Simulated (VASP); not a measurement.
# Al (P6_3/mmc) in VASP: settings compared, part 2 of 2

VASP 6.6.1.

**4. Single point, PBEsol**

This run uses another cell than the first one, of 14.76 Å³/atom, 1.140 times its volume.

File INCAR:

```
PREC = Accurate
ENCUT = 520
EDIFF = 1E-6
ISMEAR = -1
SIGMA = 0.05
LREAL = F
LASPH = T
NELM = 100
ALGO = Normal
ISIF = 2
LWAVE = F
LCHARG = F
GGA = PS
NBANDS = 10
```

File KPOINTS:

```
regular mesh
0
Gamma
  11 11 6
```

File POSCAR:

```
Al
1.0
    2.7429071794      0.0000000000      0.0000000000
   -1.3714535897      2.3754272976      0.0000000000
    0.0000000000      0.0000000000      4.5305610685
Al
2
Direct
    0.3333333333      0.6666666667      0.2500000000
    0.6666666667      0.3333333333      0.7500000000
```

Potentials or basis: VASP PAW PBE potentials, release 64 (Al).

On the command line:

```sh
$ cat potpaw_PBE.64/Al/POTCAR > POTCAR
$ mpirun -np 1 vasp_std > vasp.out
```

OUTCAR:

```text
PREC = Accurate
   ENCUT = 520
   EDIFF = 1E-6
   ISMEAR = -1
   LREAL = F
   LASPH = T
   NELM = 100
   ISIF = 2
   GGA = PS

 ion  position               nearest neighbor table
   1  0.333  0.667  0.250-   2 2.76   2 2.76   2 2.76   2 2.76   2 2.76   2 2.76
   2  0.667  0.333  0.750-   1 2.76   1 2.76   1 2.76   1 2.76   1 2.76   1 2.76

  LATTYP: Found a hexagonal cell.
 ALAT       =     2.7429071794
 C/A-ratio  =     1.6517369244

  Lattice vectors:

 A1 = (   2.7429071794,   0.0000000000,   0.0000000000)
 A2 = (  -1.3714535897,   2.3754272976,   0.0000000000)
 A3 = (   0.0000000000,   0.0000000000,   4.5305610685)

Analysis of symmetry for initial positions (statically):
=====================================================================
 Subroutine PRICEL returns:
 Original cell was already a primitive cell.

 Routine SETGRP: Setting up the symmetry group for a
 hexagonal supercell.

 Subroutine GETGRP returns: Found 24 space group operations
 (whereof 12 operations were pure point group operations)
 out of a pool of 24 trial point group operations.

The static configuration has the point symmetry D_3d.
 The point group associated with its full space group is D_6h.

Analysis of symmetry for dynamics (positions and initial velocities):
=====================================================================
 Subroutine PRICEL returns:
 Original cell was already a primitive cell.

 Routine SETGRP: Setting up the symmetry group for a
 hexagonal supercell.

 Subroutine GETGRP returns: Found 24 space group operations
 (whereof 12 operations were pure point group operations)
 out of a pool of 24 trial point group operations.

The dynamic configuration has the point symmetry D_3d.
 The point group associated with its full space group is D_6h.

 Subroutine INISYM returns: Found 24 space group operations
 (whereof 12 operations are pure point group operations),
 and found     1 'primitive' translations

[... 115 lines left out ...]
  volume/ion in A,a.u.               =      14.76        99.60
  Fermi-wavevector in a.u.,A,eV,Ry     =   0.962551  1.818957 12.605851  0.926504
  Thomas-Fermi vector in A             =   2.092019
   LORBIT       =      0    0 simple, 1 ext, 2 COOP (PROOUT), +10 PAW based schemes
   GGA     = PS    functional components
   LHFCALC =     F    Hartree Fock is set to
   AEXX    =    0.0000 exact exchange contribution
   IVDW    =     0    specifies the selected vdW correction
   LEPSILON=     F    determine dielectric tensor
   LRPA    =     F    only Hartree local field effects (RPA)
 non-spin polarized calculation
  energy-cutoff  :      520.00
  volume of cell :       29.52
 maximum number of plane-waves:       806
   NGX = 11   NGY = 11   NGZ = 17

 number of electron       6.0000000 magnetization

 Free energy of the ion-electron system (eV)
  ---------------------------------------------------
  ext. energy  EPLUGINS =         0.00000000
  ---------------------------------------------------
  free energy    TOTEN  =        -8.05515900 eV

  energy without entropy =       -8.05045154  energy(sigma->0) =       -8.05280527

 E-fermi :   9.1932     XC(G=0): -10.6714

 val. band max:        9.1778678610   @ k =   0.3636  -0.0000   0.5000
 cond. band min:       9.2518971336   @ k =   0.3636   0.0909   0.3333
 fundamental gap:      0.0740292725
 Fermi energy:         9.1932055750

 k-point     1 :       0.0000    0.0000    0.0000
  band No.  band energies     occupation
      1      -2.7639      2.00000
      2       4.0477      2.00000
      3       4.4781      2.00000
      4      20.8642      0.00000
      5      20.8642      0.00000
      6      20.9031      0.00000
      7      20.9031      0.00000
      8      21.6678      0.00000
      9      24.4835      0.00000
     10      24.5505      0.00000
[... 287 lines left out ...]
 k-point    24 :       0.1818    0.0909    0.1667
  band No.  band energies     occupation
      1      -1.0595      2.00000
      2       3.5863      2.00000
      3       8.0842      2.00000
      4      12.6175      0.00000
      5      14.6678      0.00000
      6      17.0095      0.00000
      7      18.9495      0.00000
      8      20.7197      0.00000
      9      20.9451      0.00000
     10      22.7478      0.00000

 [... further k-points ...]
[... 5 lines left out ...]
  --------------------------------------------------------------------------------------
  -------------------------------------------------------------------------------------
  Total        1.8621716      1.8621716      1.8595603      0.0000000     -0.0000000      0.0000000
  in kB      101.0707400    101.0707400    100.9290061      0.0000000     -0.0000000      0.0000000
  external PRESSURE =     101.0234954 kB  Pullay stress =       0.0000000 kB

 VOLUME and BASIS-vectors are now :
 -----------------------------------------------------------------------------
  energy-cutoff  :      520.00
  volume of cell :       29.52
      direct lattice vectors                 reciprocal lattice vectors
     2.742907179  0.000000000  0.000000000     0.364576683  0.210488446  0.000000000
    -1.371453590  2.375427298  0.000000000     0.000000000  0.420976892  0.000000000
     0.000000000  0.000000000  4.530561068     0.000000000  0.000000000  0.220723214

 POSITION                                       TOTAL-FORCE (eV/Angst)
 -----------------------------------------------------------------------------------
     -0.00000      1.58362      1.13264        -0.000000      0.000000      0.000000
      1.37145      0.79181      3.39792         0.000000     -0.000000     -0.000000
 -----------------------------------------------------------------------------------
    total drift:                                0.000000     -0.000000      0.000000

  FREE ENERGIE OF THE ION-ELECTRON SYSTEM (eV)
  ---------------------------------------------------
  free  energy   TOTEN  =        -8.0551590029 eV

  energy  without entropy=       -8.0504515443  energy(sigma->0) =       -8.05280527
```

OSZICAR:

```text
N       E                     dE             d eps       ncg     rms          rms(c)
DAV:   1    -0.421951722865E+00   -0.42195E+00   -0.23836E+03  1280   0.481E+02
DAV:   2    -0.797868228677E+01   -0.75567E+01   -0.73124E+01  1722   0.578E+01
DAV:   3    -0.811970577335E+01   -0.14102E+00   -0.14066E+00  1704   0.633E+00
DAV:   4    -0.812019086754E+01   -0.48509E-03   -0.48507E-03  1538   0.409E-01
DAV:   5    -0.812019474006E+01   -0.38725E-05   -0.38718E-05  1596   0.381E-02    0.226E+00
DAV:   6    -0.808115262308E+01    0.39042E-01   -0.36203E-03  1408   0.288E-01    0.127E+00
DAV:   7    -0.805536902374E+01    0.25784E-01   -0.91799E-03  1370   0.441E-01    0.225E-01
DAV:   8    -0.805516058434E+01    0.20844E-03   -0.15442E-04  1824   0.691E-02    0.548E-02
DAV:   9    -0.805515932127E+01    0.12631E-05   -0.97087E-07  1354   0.631E-03    0.230E-03
DAV:  10    -0.805515900287E+01    0.31841E-06   -0.26752E-08   784   0.102E-03
   1 F= -.80551590E+01 E0= -.80528053E+01  d E =-.470746E-02
```

Wall time 5 s (1 thread of Intel Xeon 6975P-C (Granite Rapids), shared host); peak memory 0.14 GiB.

What came out:

| Quantity | Value |
| --- | --- |
| Free energy | -8.0552 eV |
| Pressure | 10.1 GPa |
| Band gap on the k mesh | zero (band 3 reaches 13.30 eV, above the bottom of band 4 at 5.99 eV) |

Levels at points of the mesh, in eV from the Fermi level:
| k point | band 1 | band 2 | band 3 | band 4 | band 5 | band 6 | band 7 |
| --- | --- | --- | --- | --- | --- | --- | --- |
| (0.00, 0.00, 0.00) | -11.96 | -5.15 | -4.72 | 11.67 | 11.67 | 11.71 | 11.71 |
| (0.00, 0.00, 0.50) | -10.17 | -10.17 | 3.41 | 3.41 | 12.60 | 12.60 | 12.60 |

Caveat: the PAW data sets were made with another functional, which shifts forces and pressure a little.

**5. Single point, PBEsol+D3(BJ)**

This run uses another cell than the first one, of 15.69 Å³/atom, 1.211 times its volume.

File INCAR:

```
PREC = Accurate
ENCUT = 520
EDIFF = 1E-6
ISMEAR = -1
SIGMA = 0.05
LREAL = F
LASPH = T
NELM = 80
ALGO = Fast
ISIF = 2
LWAVE = F
LCHARG = F
GGA = PS
IVDW = 12
NBANDS = 10
```

KPOINTS is that of step 4.

File POSCAR:

```
Al
1.0
    2.7986061071      0.0000000000      0.0000000000
   -1.3993030535      2.4236639840      0.0000000000
    0.0000000000      0.0000000000      4.6260058785
Al
2
Direct
    0.3333333333      0.6666666667      0.2500000000
    0.6666666667      0.3333333333      0.7500000000
```

On the command line:

```sh
$ cat potpaw_PBE.64/Al/POTCAR > POTCAR
$ mpirun -np 1 vasp_std > vasp.out
```

Wall time 6.1 s (1 thread of Intel Xeon 6975P-C (Granite Rapids), shared host); peak memory 0.16 GiB.

The run converged. Its results:

| Quantity | Value |
| --- | --- |
| Free energy | -8.8006 eV |
| Pressure | 0.0 GPa |
| Band gap on the k mesh | zero (band 3 reaches 12.51 eV, above the bottom of band 4 at 5.38 eV) |
| Dispersion energy per atom | -0.334 eV |

Levels at points of the mesh, in eV from the Fermi level:
```csv
k point,band 1,band 2,band 3,band 4,band 5,band 6,band 7
"(0.00, 0.00, 0.00)",-11.50,-4.88,-4.62,11.17,11.17,11.38,11.38
"(0.00, 0.00, 0.50)",-9.78,-9.78,3.29,3.29,12.25,12.25,12.25
```

Caveat: the PAW data sets were made with another functional, which shifts forces and pressure a little; pairwise dispersion overbinds metals, which lowers pressure and volume.

**6. Summary**

| level | cell | gap on the mesh (eV) | pressure (GPa) |
| --- | --- | --- | --- |
| PBEsol | a = 2.634, b = 2.634, c = 4.312 Å, angles 90.0, 90.0, 120.0°, 2 atoms | none | 30.2 |
| PBEsol | a = 2.681, b = 2.681, c = 4.412 Å, angles 90.0, 90.0, 120.0°, 2 atoms | none | 20.1 |
| PBEsol | a = 2.743, b = 2.743, c = 4.531 Å, angles 90.0, 90.0, 120.0°, 2 atoms | none | 10.1 |
| PBEsol+D3(BJ) | a = 2.799, b = 2.799, c = 4.626 Å, angles 90.0, 90.0, 120.0°, 2 atoms | none | 0.0 |

Alike in all rows: task single point; potentials or basis VASP PAW PBE potentials, release 64 (Al); no spin polarisation; k mesh 11 × 11 × 6; cutoff (eV) 520; smearing fermi-dirac 0.05 eV.

Caveats: the PAW data sets were made with another functional, which shifts forces and pressure a little; pairwise dispersion overbinds metals, which lowers pressure and volume (some runs).

Absolute energies hang on the potentials; compare differences alone.
